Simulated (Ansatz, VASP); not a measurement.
GaAs in VASP and in Ansatz

```
Ga As
1.0
     0.00000    2.83343    2.83343
     2.83343    0.00000    2.83343
     2.83343    2.83343    0.00000
Ga As
1 1
Direct
  0.00000 0.00000 0.00000
  0.75000 0.75000 0.75000
```

Alike in both runs: functional r2SCAN; k mesh 12 × 12 × 12; occupations fermi-dirac, width 0.05 eV; no spin polarisation.

Ansatz relaxed the structure, and its values are those at the end. VASP's run is a single point on that final structure, the one shown.

|  | VASP | Ansatz |
| --- | --- | --- |
| version | VASP 6.6.1 | Ansatz 0.2.0 |
| potentials or method | VASP PAW PBE potentials, release 64 (Ga_d, As) | PAW with Ansatz's default frozen-core files, scalar-relativistic |
| plane-wave cutoff (eV) | 520 | 500 |
| valence electrons in the cell | 18 | 28 |

```csv
,VASP,Ansatz,Ansatz less VASP
pressure (GPa),0.1,0.0,-0.11
```

VASP's potentials were made for PBE, not for r2SCAN. VASP's potentials hold 18 valence electrons a cell and Ansatz's 28, so a difference there can come from the potentials and not from the codes.
